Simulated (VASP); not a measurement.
Write the native input for VASP 6.6.1 that does the following.

```
Task                   : single point
Functional             : PBE
Potentials or basis    : VASP PAW PBE potentials, release 64 (Nd_3, As, Pb_d), 4f in core
Cutoff                 : 500 eV
k mesh                 : 6 × 6 × 4
Occupations            : gaussian, width 0.1 eV
Spin                   : no spin polarisation
Dipole correction      : no
Mended                 : yes
Further INCAR settings : ALGO = Normal; EDIFF = 1e-06; NBANDS = 36
```

The structure of NdAs3Pb2 lies in POSCAR:

```
NdAs3Pb2
1.0
    5.5233506623      0.0000000000      0.0000000000
   -2.7616753312      4.7833619875      0.0000000000
    0.0000000000      0.0000000000      6.1085729744
Nd As Pb
1 3 2
Direct
    0.0000000000      0.0000000000      0.0000000000
    0.3333333333      0.6666666667      0.0000000000
    0.6666666667      0.3333333333      0.0000000000
    0.0000000000      0.0000000000      0.5000000000
    0.3333333333      0.6666666667      0.5000000000
    0.6666666667      0.3333333333      0.5000000000
```

The cell was built from a structure type or drawn by symmetry, and may not be a known phase.

One way to write it, as run:

INCAR

```
PREC     = Accurate       # precision mode
ENCUT    = 500            # plane-wave cutoff, eV
EDIFF    = 1E-6           # SCF threshold, eV
ISMEAR   = 0              # smearing method
SIGMA    = 0.1            # smearing width, eV
LREAL    = False          # projectors in reciprocal space
LASPH    = True           # aspherical terms in the spheres
NELM     = 200            # most SCF steps
ALGO     = Normal         # electronic algorithm
ISIF     = 2              # what is computed and relaxed
LWAVE    = False          # write WAVECAR
LCHARG   = True           # write CHGCAR
GGA      = PE             # functional
LELF     = True           # ELF
LVHAR    = True         
NBANDS   = 36             # bands
GGA_COMPAT= False        
LMAXMIX  = 6              # l up to which the mixer works
```

KPOINTS

```
Automatic mesh
0
Gamma
  6 6 4
```

Potentials or basis: VASP PAW PBE potentials, release 64 (Nd_3, As, Pb_d), 4f in core.

Run with:

```sh
$ cat potpaw_PBE.64/Nd_3/POTCAR potpaw_PBE.64/As/POTCAR potpaw_PBE.64/Pb_d/POTCAR > POTCAR
$ mpirun -np 1 vasp_std > vasp.out
```

It gave:

The pressure is 0.1 GPa and the band gap on the k mesh is zero (bands 27 and 28 overlap by 1.02 eV).

Caveat: spin-orbit coupling is left out, which moves the levels of the heavy elements; the 4f electrons are frozen in the core, so they carry no moment and show no levels.

Run time: 2.1 min on 1 thread of Intel(R) Xeon(R) Platinum 8259CL CPU @ 2.50GHz (Skylake/Cascade Lake), on a shared host, peak memory 0.32 GiB.
